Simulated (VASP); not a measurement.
Set up this calculation in VASP 6.6.1, as the native input.

- Task: single point
- Functional: PBE
- Potentials or basis: VASP PAW PBE potentials, release 64 (Ag, Br)
- Cutoff: 500 eV
- k mesh: 4 × 4 × 4
- Occupations: gaussian, width 0.01 eV
- Spin: no spin polarisation
- Dipole correction: no
- Further INCAR settings: ALGO = Normal; EDIFF = 1e-06; NBANDS = 16

The structure of AgBr lies in POSCAR:

```
AgBr
1.0
    0.0000000000      2.9258179871      2.9258179871
    2.9258179871      0.0000000000      2.9258179871
    2.9258179871      2.9258179871      0.0000000000
Ag Br
1 1
Direct
    0.0000000000      0.0000000000      0.0000000000
    0.5000000000      0.5000000000      0.5000000000
```

One way to write it, as run:

INCAR

```
SYSTEM = AgBr
PREC = Accurate ; ENCUT = 500
EDIFF = 1E-6 ; ISMEAR = 0
SIGMA = 0.01 ; LREAL = .FALSE.
LASPH = .TRUE. ; NELM = 120
ALGO = Normal ; ISIF = 2
LWAVE = .FALSE. ; LCHARG = .FALSE.
GGA = PE ; NBANDS = 16
GGA_COMPAT = .FALSE.
```

KPOINTS

```
Automatic mesh
0
G
  4 4 4
  0 0 0
```

Potentials or basis: VASP PAW PBE potentials, release 64 (Ag, Br).

Run with:

```sh
$ cat potpaw_PBE.64/Ag/POTCAR potpaw_PBE.64/Br/POTCAR > POTCAR
$ mpirun -np 1 vasp_std > vasp.out
```

Results of the run:

```yaml
Pressure: 0.0 GPa
Band_gap_on_the_k_mesh: 0.68 eV, indirect (least direct gap 2.41 eV)
```

Caveat: the k points lie up to 0.46 Å⁻¹ apart.

Run time: 9.9 s on 1 thread of AMD EPYC 7R43 64-Core Processor (Zen 3), with other jobs on the host, peak memory 0.13 GiB.
